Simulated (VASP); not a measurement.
A run of VASP 6.6.1 is set up as follows.

Contents of INCAR:

```
  ALGO = Normal
  EDIFF = 1E-6
  ENCUT = 520
  GGA = PS
  ISIF = 2
  ISMEAR = 0
  LASPH = True
  LCHARG = False
  LREAL = False
  LWAVE = False
  NBANDS = 16
  NELM = 80
  PREC = Accurate
  SIGMA = 0.01
```

Contents of KPOINTS:

```
k-points
0
Gamma
  6 6 6
```

Contents of POSCAR:

```
MgO
1.0
    3.3969439679      0.0000000000      0.0000000000
   -1.6984719840      2.9418398541      0.0000000000
    0.0000000000      0.0000000000      4.0708641383
Mg O
2 2
Direct
    0.6666666667      0.3333333333      0.7500000000
    0.3333333333      0.6666666667      0.2500000000
    0.6666666667      0.3333333333      0.2500000000
    0.3333333333      0.6666666667      0.7500000000
```

Potentials or basis: VASP PAW PBE potentials, release 64 (Mg, O).

Run with:

```console
$ cat potpaw_PBE.64/Mg/POTCAR potpaw_PBE.64/O/POTCAR > POTCAR
$ mpirun -np 1 vasp_std > vasp.out
```

(1) Estimate the band gap on the k mesh.

(2) What does it give for the pressure?

Results:

(1) 3.71 eV, direct.

(2) 13.2 GPa.

Caveat: the PAW data sets were made with another functional, which shifts forces and pressure a little.
